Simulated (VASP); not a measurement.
Input of a VASP 6.6.1 run:

File INCAR:

```
SYSTEM = W
PREC     = Accurate       ! precision mode
ENCUT    = 500            ! plane-wave cutoff, eV
EDIFF    = 1E-6           ! SCF threshold, eV
ISMEAR   = -1             ! smearing method
SIGMA    = 0.05           ! smearing width, eV
LREAL    = .False.        ! projectors in reciprocal space
LASPH    = .True.         ! aspherical terms in the spheres
NELM     = 120            ! most SCF steps
ALGO     = Normal         ! electronic algorithm
ISIF     = 2              ! what is computed and relaxed
LWAVE    = .False.        ! write WAVECAR
LCHARG   = .False.        ! write CHGCAR
GGA      = RE             ! functional
NBANDS   = 13             ! bands
GGA_COMPAT= .False.
```

KPOINTS

```
Automatic mesh
0
Gamma
  10 10 10
  0 0 0
```

POSCAR

```
W
1.0
   -1.5881283047      1.5881283047      1.5881283047
    1.5881283047     -1.5881283047      1.5881283047
    1.5881283047      1.5881283047     -1.5881283047
W
1
Direct
    0.0000000000      0.0000000000      0.0000000000
```

Potentials or basis: VASP PAW PBE potentials, release 64 (W_sv).

Run with:

```bash
$ cat potpaw_PBE.64/W_sv/POTCAR > POTCAR
$ mpirun -np 1 vasp_std > vasp.out
```

Q: Predict the pressure.

A: 5.5 GPa.

Q: Predict the band gap on the k mesh.

A: Zero (bands 7 and 8 overlap by 6.29 eV).

Caveat: the cell stands under pressure; the PAW data sets were made with another functional, which shifts forces and pressure a little; spin-orbit coupling is left out, which moves the levels of the heavy elements.
